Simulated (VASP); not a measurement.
# BN: single point with LDA

BN:

```
B N
1.0
     0.00000    3.52993    2.18754
     1.26403    0.00000    2.18754
     1.26403    3.52993    0.00000
B N
1 1
Direct
  0.00005 0.00005 0.99995
  0.66667 0.66667 0.33333
```

```json
{
  "Program": "VASP 6.6.1",
  "Task": "single point",
  "Functional": "LDA",
  "Potentials or basis": "VASP PAW LDA potentials, release 64 (B, N)",
  "Cutoff": "520 eV",
  "k mesh": "10 × 10 × 10",
  "Occupations": "gaussian, width 0.01 eV",
  "Spin": "no spin polarisation"
}
```

```
Pressure               : -10.1 GPa
Largest force          : 0.012 eV/Å
Band gap on the k mesh : 3.68 eV, indirect (least direct gap 4.54 eV)
```

Forces in eV/Å, atoms in the order of the input:
```
B    0.000  0.000  0.012
N    0.000  0.000 -0.012
```

Stress tensor (GPa, compression positive):
```
-14.54   0.00   0.00
  0.00  -1.33   0.00
  0.00   0.00 -14.47
```

Levels at points of the mesh, in eV from the valence-band top:
| k point | band 2 | band 3 | band 4 | band 5 | band 6 | band 7 |
| --- | --- | --- | --- | --- | --- | --- |
| (0.00, 0.00, 0.00) | -4.34 | -1.41 | -1.41 | 4.53 | 11.20 | 11.26 |
| (0.50, 0.00, 0.00) | -8.78 | -4.14 | -0.95 | 4.46 | 9.54 | 12.79 |
| (0.50, 0.50, 0.00) | -8.87 | -4.13 | -0.46 | 5.60 | 9.12 | 11.70 |
| (0.50, 0.00, 0.50) | -5.99 | -1.43 | -1.41 | 9.13 | 11.15 | 11.22 |
| (0.00, 0.50, 0.50) | -8.69 | -4.17 | -1.39 | 3.68 | 9.62 | 13.91 |

Run time: 71 s on 1 thread of AMD EPYC 7R43 64-Core Processor (Zen 3), with other jobs on the host, peak memory 0.11 GiB.

A k mesh can miss the band edges. Expect the measured gap to be larger: semilocal functionals such as LDA lack the derivative discontinuity.
